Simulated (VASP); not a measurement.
Here is a VASP 6.6.1 calculation.

The input POSCAR:

```
MgO
1.0
    2.9380209034      0.0000000000      0.0000000000
   -1.4690104517      2.5444007392      0.0000000000
    0.0000000000      0.0000000000      2.6796800000
Mg O
1 1
Direct
    0.0000000000      0.0000000000      0.0000000000
    0.3333333333      0.6666666667      0.5000000000
```

The input INCAR.step1:

```
SYSTEM = MgO
PREC = Accurate
ENCUT = 520
EDIFF = 1E-5
ISMEAR = -1
SIGMA = 0.05
LREAL = .False.
LASPH = .True.
NELM = 60
ALGO = Normal
ISIF = 2
LWAVE = .True.
NBANDS = 11
GGA = PE
```

The input INCAR.step2:

```
SYSTEM = MgO
PREC = Accurate
ENCUT = 520
EDIFF = 1E-6
ISMEAR = -1
SIGMA = 0.05
LREAL = .False.
LASPH = .True.
NELM = 60
ALGO = Normal
ISIF = 2
LWAVE = .False.
LCHARG = .True.
METAGGA = R2SCAN
LHFCALC = .True.
AEXX = 0.25
LMIXTAU = .True.
PRECFOCK = Normal
LELF = .True.
LVHAR = .True.
NBANDS = 11
ISTART = 1
```

Contents of KPOINTS:

```
Automatic mesh
0
Gamma
  5 5 5
  0 0 0
```

Potentials or basis: VASP PAW PBE potentials, release 64 (Mg, O).

The run is started by

```sh
$ cat potpaw_PBE.64/Mg/POTCAR potpaw_PBE.64/O/POTCAR > POTCAR
$ cp INCAR.step1 INCAR
$ mpirun -np 1 vasp_std > vasp.out
$ cp INCAR.step2 INCAR
$ mpirun -np 1 vasp_std > vasp.out
```

Task: What does it give for the band gap on the k mesh?

Result: 5.85 eV (least direct gap 6.27 eV).

Task: Estimate the pressure.

Result: -9.3 GPa.

Stress tensor (GPa, compression positive):
```
 -8.67   0.00   0.00
  0.00  -8.67   0.00
  0.00   0.00 -10.55
```

Caveat: the k points lie up to 0.49 Å⁻¹ apart; the PAW data sets were made with another functional, which shifts forces and pressure a little. A k mesh can miss the band edges.
